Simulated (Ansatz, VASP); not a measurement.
# Two plane-wave programs on Ba

Contents of INCAR:

```
  PREC = Accurate
  ENCUT = 600
  EDIFF = 1E-7
  ISMEAR = 0
  SIGMA = 0.1
  LREAL = F
  LASPH = T
  NELM = 60
  ALGO = Normal
  ISIF = 3
  LWAVE = F
  LCHARG = F
  IBRION = 2
  NSW = 100
  EDIFFG = -0.002
```

Contents of KPOINTS:

```
regular mesh
0
Gamma
  12 12 12
```

The input POSCAR:

```
Ba
1.0
   -2.5125000000      2.5125000000      2.5125000000
    2.5125000000     -2.5125000000      2.5125000000
    2.5125000000      2.5125000000     -2.5125000000
Ba
1
Direct
    0.0000000000      0.0000000000      0.0000000000
```

Input for Ansatz:

```yaml
crystal:
  lattice:
    - [-2.5125, 2.5125, 2.5125]
    - [2.5125, -2.5125, 2.5125]
    - [2.5125, 2.5125, -2.5125]
  atoms:
    - { symbol: Ba, position: [0.0, 0.0, 0.0] }
basis:
  ecutwfc: 420
kpoints:
  mp_grid: { grid: [12, 12, 12] }
hamiltonian:
  xc: lda
  pseudopotentials: { kind: paw, azcp: { folder: soft_1 } }
scf:
  occupations: { method: gaussian, width: 0.1 }
output:
  forces: true
  stress: true
  eigenvalues: true
  write_density: true
  write_potential: true
  elf: true
  volumetric_format: npy
relax:
  adjacent_minimum: "off"
  f_tol: 0.002
  max_steps: 80
  cell: { stress_tol: 0.02 }
```

Alike in both runs: task relaxation of cell and atoms; functional LDA; k mesh 12 × 12 × 12; occupations gaussian, width 0.1 eV; no spin polarisation.

|  | VASP | Ansatz |
| --- | --- | --- |
| version | VASP 6.6.1 | Ansatz 0.2.0 |
| potentials or method | VASP PAW LDA potentials, release 64 (Ba_sv), cutoff 600 eV | scalar-relativistic, plane waves, PAW |
| valence electrons in the cell | 10 | 10 |

```tsv
	VASP	Ansatz	Ansatz less VASP
gap on the k mesh at the Fermi level, each at its own relaxed structure (eV)	none	none	-
relaxed volume (Å³/atom)	54.20	53.63	-0.569
relaxed length of the cell vector where the two differ most in proportion (Å)	4.129	4.115	-0.0145
```

Ansatz warns that its potentials were made for another functional, while VASP's fit it. LDA's correlation is that of Perdew and Zunger in VASP and of Perdew and Wang (1992) in Ansatz. A gap of «none» marks a metal or a gap that the smearing closes.

Spin-orbit coupling is off throughout.
